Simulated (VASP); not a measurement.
# In2Sb (Fm-3m) in VASP: relaxation of cell and atoms with r2SCAN

Aim: the relaxation of cell and atoms of In2Sb with r2SCAN.

Program: VASP 6.6.1. These are calculated values, not measurements. Logs are shortened: lines on timing, memory, paths and dates and some standing lists are left out, and cuts for length are marked.

### Step 1. The cell of the first run

Symmetry: Fm-3m, No. 225, cubic system. Conventional cell: a = 7.385 Å, b = 7.385 Å, c = 7.385 Å, α = 90.00°, β = 90.00°, γ = 90.00°. Within 4.2 Å of In (site symmetry -43m) lie 4 Sb at 3.20 Å and 6 In at 3.69 Å. Sb (site symmetry m-3m) has 8 In at 3.20 Å within 4.2 Å.

### Step 2. Relaxation of cell and atoms, r2SCAN

File POSCAR:

```
In2Sb
1.0
    0.0000000000      3.6926253593      3.6926253593
    3.6926253593      0.0000000000      3.6926253593
    3.6926253593      3.6926253593      0.0000000000
In Sb
2 1
Direct
    0.2500000000      0.2500000000      0.2500000000
    0.7500000000      0.7500000000      0.7500000000
    0.0000000000      0.0000000000      0.0000000000
```

File INCAR.step1:

```
SYSTEM = In2Sb
PREC = Accurate ; ENCUT = 600
ISMEAR = 0 ; SIGMA = 0.1
LREAL = .FALSE. ; LASPH = .TRUE.
NELM = 80 ; GGA = PE
ALGO = Normal ; EDIFF = 1E-4
LWAVE = .TRUE. ; LCHARG = .FALSE.
```

File INCAR.step2:

```
SYSTEM = In2Sb
PREC = Accurate ; ENCUT = 600
EDIFF = 1E-6 ; ISMEAR = 0
SIGMA = 0.1 ; LREAL = .FALSE.
LASPH = .TRUE. ; NELM = 80
ALGO = Normal ; ISIF = 3
LWAVE = .FALSE. ; LCHARG = .FALSE.
METAGGA = R2SCAN ; LMIXTAU = .TRUE.
IBRION = 2 ; NSW = 100
EDIFFG = -0.01 ; ISTART = 1
```

File KPOINTS:

```
Automatic mesh
0
G
  12 12 12
  0 0 0
```

Potentials or basis: VASP PAW PBE potentials, release 64 (In_d, Sb).

Launch:

```
cat potpaw_PBE.64/In_d/POTCAR potpaw_PBE.64/Sb/POTCAR > POTCAR
cp INCAR.step1 INCAR
mpirun -np 1 vasp_std > vasp.out
cp INCAR.step2 INCAR
mpirun -np 1 vasp_std > vasp.out
```

OUTCAR:

```text
SYSTEM = In2Sb
   PREC = Accurate
   ENCUT = 600
   EDIFF = 1E-6
   ISMEAR = 0
   LREAL = .FALSE.
   LASPH = .TRUE.
   NELM = 80
   ISIF = 3
   METAGGA = R2SCAN
   IBRION = 2
   NSW = 100
   EDIFFG = -0.01
   ISTART = 1

 ion  position               nearest neighbor table
   1  0.250  0.250  0.250-   3 3.20   3 3.20   3 3.20   3 3.20   2 3.69   2 3.69   2 3.69   2 3.69
                             2 3.69   2 3.69
   2  0.750  0.750  0.750-   3 3.20   3 3.20   3 3.20   3 3.20   1 3.69   1 3.69   1 3.69   1 3.69
                             1 3.69   1 3.69
   3  0.000  0.000  0.000-   2 3.20   2 3.20   1 3.20   2 3.20   1 3.20   1 3.20   2 3.20   1 3.20

  LATTYP: Found a face centered cubic cell.
 ALAT       =     7.3852507186

  Lattice vectors:

 A1 = (   0.0000000000,   3.6926253593,   3.6926253593)
 A2 = (   3.6926253593,   0.0000000000,   3.6926253593)
 A3 = (   3.6926253593,   3.6926253593,   0.0000000000)

Analysis of symmetry for initial positions (statically):
=====================================================================
 Subroutine PRICEL returns:
 Original cell was already a primitive cell.

 Routine SETGRP: Setting up the symmetry group for a
 face centered cubic supercell.

 Subroutine GETGRP returns: Found 48 space group operations
 (whereof 48 operations were pure point group operations)
 out of a pool of 48 trial point group operations.

The static configuration has the point symmetry O_h .

Analysis of symmetry for dynamics (positions and initial velocities):
=====================================================================
 Subroutine PRICEL returns:
 Original cell was already a primitive cell.

 Routine SETGRP: Setting up the symmetry group for a
 face centered cubic supercell.

 Subroutine GETGRP returns: Found 48 space group operations
 (whereof 48 operations were pure point group operations)
 out of a pool of 48 trial point group operations.

The dynamic configuration has the point symmetry O_h .

 Subroutine INISYM returns: Found 48 space group operations
 (whereof 48 operations are pure point group operations),
 and found     1 'primitive' translations

----------------------------------------------------------------------------------------

                                     Primitive cell

  volume of cell :     100.7015

  direct lattice vectors                    reciprocal lattice vectors
     0.000000000  3.692625359  3.692625359    -0.135405017  0.135405017  0.135405017
     3.692625359  0.000000000  3.692625359     0.135405017 -0.135405017  0.135405017
     3.692625359  3.692625359  0.000000000     0.135405017  0.135405017 -0.135405017

  length of vectors
     5.222160864  5.222160864  5.222160864     0.234528369  0.234528369  0.234528369

  position of ions in fractional coordinates (direct lattice)
     0.250000000  0.250000000  0.250000000
     0.750000000  0.750000000  0.750000000
     0.000000000  0.000000000  0.000000000

  ion indices of the primitive-cell ions
   primitive index   ion index
                 1           1
                 2           2
                 3           3

----------------------------------------------------------------------------------------

 KPOINTS: Automatic mesh

Automatic generation of k-mesh.
 Grid dimensions read from file:
 generate k-points for:   12   12   12

 Generating k-lattice:

  Cartesian coordinates                     Fractional coordinates (reciprocal lattice)
    -0.011283751  0.011283751  0.011283751     0.083333333  0.000000000  0.000000000
[... 56 lines left out ...]
   LASPH  =      T    aspherical Exc in radial PAW
   ENCUT  =  600.0 eV  44.10 Ry    6.64 a.u.  10.43 10.43 10.43*2*pi/ulx,y,z
   NELM   =     80;   NELMIN=  2; NELMDL=  0     # of ELM steps
   EDIFF  = 0.1E-05   stopping-criterion for ELM
   LREAL  =      F    real-space projection
   EDIFFG = -.1E-01   stopping-criterion for IOM
   NSW    =    100    number of steps for IOM
   IBRION =      2    ionic relax: 0-MD 1-quasi-New 2-CG
   NFREE  =      1    steps in history (QN), initial steepest desc. (CG)
   ISIF   =      3    stress and relaxation
   ISYM   =      2    0-nonsym 1-usesym 2-fastsym
   POTIM  = 0.5000    time-step for ionic-motion
   TEBEG  =    0.0;   TEEND  =   0.0 temperature during run
   PSTRESS=    0.0 pullay stress
   NELECT =      31.0000    total number of electrons
   NUPDOWN=      -1.0000    fix difference up-down
   EMIN   =  10.00;   EMAX   =-10.00  energy-range for DOS
   EFERMI =   0.00;   METHOD = LEGACY
   ISMEAR =     0;   SIGMA  =   0.10  broadening in eV -4-tet -1-fermi 0-gaus
   EFERMI_NEDOS =   21; number of points for ismear=-14 and -15
   IALGO  =     38    algorithm
   IMIX   =      4    mixing-type and parameters
     AMIX     =   0.40;   BMIX     =  1.00
     AMIX_MAG =   1.60;   BMIX_MAG =  1.00
  volume/ion in A,a.u.               =      33.57       226.52
  Fermi-wavevector in a.u.,A,eV,Ry     =   1.105393  2.088890 16.624881  1.221894
  Thomas-Fermi vector in A             =   2.241880
   LORBIT       =      0    0 simple, 1 ext, 2 COOP (PROOUT), +10 PAW based schemes
   METAGGA = R2SCAN    functional components
   LHFCALC =     F    Hartree Fock is set to
   AEXX    =    0.0000 exact exchange contribution
   IVDW    =     0    specifies the selected vdW correction
   LEPSILON=     F    determine dielectric tensor
   LRPA    =     F    only Hartree local field effects (RPA)
 conjugate gradient relaxation of ions
 non-spin polarized calculation
 Gauss-broadening in eV      SIGMA  =   0.10
  energy-cutoff  :      600.00
  volume of cell :      100.70
 maximum number of plane-waves:      3395
 NGX is ok and might be reduce to    42
   NGX = 21   NGY = 21   NGZ = 21

--------------------------------------- Ionic step        1  -------------------------------------------

 number of electron      31.0000009 magnetization

 Free energy of the ion-electron system (eV)
  ---------------------------------------------------
  ext. energy  EPLUGINS =         0.00000000
  ---------------------------------------------------
  free energy    TOTEN  =       -70.63914644 eV

  energy without entropy =      -70.62582462  energy(sigma->0) =      -70.63248553

------------------------ aborting loop because EDIFF is reached ----------------------------------------

  FORCE on cell =-STRESS in cart. coord.  units (eV):
  Direction    XX          YY          ZZ          XY          YZ          ZX
  --------------------------------------------------------------------------------------
  -------------------------------------------------------------------------------------
  Total       -0.4228726     -0.4228726     -0.4228726     -0.0000000      0.0000000     -0.0000000
  in kB       -6.7279759     -6.7279759     -6.7279759     -0.0000000      0.0000000     -0.0000000
  external PRESSURE =      -6.7279759 kB  Pullay stress =       0.0000000 kB

 VOLUME and BASIS-vectors are now :
 -----------------------------------------------------------------------------
  energy-cutoff  :      600.00
  volume of cell :      100.70
      direct lattice vectors                 reciprocal lattice vectors
     0.000000000  3.692625359  3.692625359    -0.135405017  0.135405017  0.135405017
     3.692625359  0.000000000  3.692625359     0.135405017 -0.135405017  0.135405017
     3.692625359  3.692625359  0.000000000     0.135405017  0.135405017 -0.135405017

 POSITION                                       TOTAL-FORCE (eV/Angst)
 -----------------------------------------------------------------------------------
      1.84631      1.84631      1.84631        -0.000000     -0.000000     -0.000000
      5.53894      5.53894      5.53894         0.000000      0.000000      0.000000
      0.00000      0.00000      0.00000         0.000000     -0.000000     -0.000000
 -----------------------------------------------------------------------------------
    total drift:                               -0.000000     -0.000000     -0.000000

  FREE ENERGIE OF THE ION-ELECTRON SYSTEM (eV)
  ---------------------------------------------------
  free  energy   TOTEN  =       -70.6391464415 eV

  energy  without entropy=      -70.6258246177  energy(sigma->0) =      -70.63248553

--------------------------------------- Ionic step        2  -------------------------------------------

 number of electron      31.0000003 magnetization

 Free energy of the ion-electron system (eV)
  ---------------------------------------------------
  ext. energy  EPLUGINS =         0.00000000
  ---------------------------------------------------
  free energy    TOTEN  =       -70.64341436 eV

  energy without entropy =      -70.63027384  energy(sigma->0) =      -70.63684410

 E-fermi :   5.6598     XC(G=0):  -9.5981

 val. band max:        5.6334738078   @ k =   0.4167   0.2500   0.0833
 cond. band min:       5.6697156991   @ k =  -0.4167   0.1667   0.0833
 fundamental gap:      0.0362418913
 Fermi energy:         5.6597509005

 k-point     1 :       0.0000    0.0000    0.0000
  band No.  band energies     occupation
      1      -9.6562      2.00000
      2      -9.6562      2.00000
      3      -9.6240      2.00000
      4      -9.6240      2.00000
      5      -9.6240      2.00000
      6      -9.4994      2.00000
[... 505 lines left out ...]
      6      -9.5478      2.00000
[... 11 lines left out ...]
     18       8.4596      0.00000
     19       8.8967      0.00000

 [... further k-points ...]
[... 5 lines left out ...]
  --------------------------------------------------------------------------------------
  -------------------------------------------------------------------------------------
  Total       -0.0055933     -0.0055933     -0.0055933      0.0000000     -0.0000000      0.0000000
  in kB       -0.0908304     -0.0908304     -0.0908304      0.0000000     -0.0000000      0.0000000
  external PRESSURE =      -0.0908304 kB  Pullay stress =       0.0000000 kB

 VOLUME and BASIS-vectors are now :
 -----------------------------------------------------------------------------
  energy-cutoff  :      600.00
  volume of cell :       98.66
      direct lattice vectors                 reciprocal lattice vectors
    -0.000000000  3.667514893  3.667514893    -0.136332098  0.136332098  0.136332098
     3.667514893  0.000000000  3.667514893     0.136332098 -0.136332098  0.136332098
     3.667514893  3.667514893  0.000000000     0.136332098  0.136332098 -0.136332098

 POSITION                                       TOTAL-FORCE (eV/Angst)
 -----------------------------------------------------------------------------------
      1.83376      1.83376      1.83376         0.000000      0.000000      0.000000
      5.50127      5.50127      5.50127        -0.000000     -0.000000     -0.000000
      3.66751      3.66751      7.33503        -0.000000      0.000000     -0.000000
 -----------------------------------------------------------------------------------
    total drift:                               -0.000000     -0.000000     -0.000000

  FREE ENERGIE OF THE ION-ELECTRON SYSTEM (eV)
  ---------------------------------------------------
  free  energy   TOTEN  =       -70.6434143555 eV

  energy  without entropy=      -70.6302738369  energy(sigma->0) =      -70.63684410

 reached required accuracy - stopping structural energy minimisation
```

Run time: 31 min. Hardware: 1 thread of Oxide Virtual Turin-like, shared host; peak memory 0.37 GiB.

What came out:

```yaml
Free_energy: -70.6434 eV
Relaxed_volume: 32.89 Å³/atom
Relaxed_cell: a = 5.187 Å, b = 5.187 Å, c = 5.187 Å, α = 60.00°, β = 60.00°, γ = 60.00°
Space_group_after_relaxing_to_0.1_Å: Fm-3m (No. 225)
Energy_gained_by_relaxing: 1.4 meV/atom
Ionic_steps: 2
Pressure_after_relaxing: 0.0 GPa
Band_gap_on_the_k_mesh: zero (an odd number of electrons rules out a gap without spin polarisation)
```

The path:
| step | energy change (eV) | largest force (eV/Å) | pressure (GPa) | volume (Å³) |
| --- | --- | --- | --- | --- |
| 1 | 0.0000 | 0.0000 | -0.67 | 100.70 |
| 2 | -0.0043 | 0.0000 | -0.01 | 98.66 |

Final structure:
```cif
data_structure
_symmetry_space_group_name_H-M 'P 1'
_symmetry_Int_Tables_number 1
_cell_length_a 5.1866
_cell_length_b 5.1866
_cell_length_c 5.1866
_cell_angle_alpha 60.000
_cell_angle_beta 60.000
_cell_angle_gamma 60.000
_cell_volume 98.66
loop_
_atom_site_label
_atom_site_type_symbol
_atom_site_fract_x
_atom_site_fract_y
_atom_site_fract_z
_atom_site_occupancy
In1 In 0.25000 0.25000 0.25000 1
In2 In 0.75000 0.75000 0.75000 1
Sb1 Sb 0.00000 0.00000 0.00000 1
```

Levels at points of the mesh, in eV from the Fermi level:
```
           k point  band 13  band 14  band 15  band 16  band 17  band 18  band 19
(0.00, 0.00, 0.00)    -1.89    -1.50    -1.50    -1.50     0.19     0.19     0.19
(0.50, 0.00, 0.00)    -3.72    -2.36    -2.36     0.96     0.96     1.15     4.17
(0.50, 0.50, 0.00)    -4.01    -3.54    -3.54    -0.49     3.27     5.01     5.02
```

Caveat: the PAW data sets were made with another functional, which shifts forces and pressure a little; spin-orbit coupling is left out, which moves the levels of the heavy elements.

The gap in the log of VASP goes by the Fermi energy; the results here count the filled bands.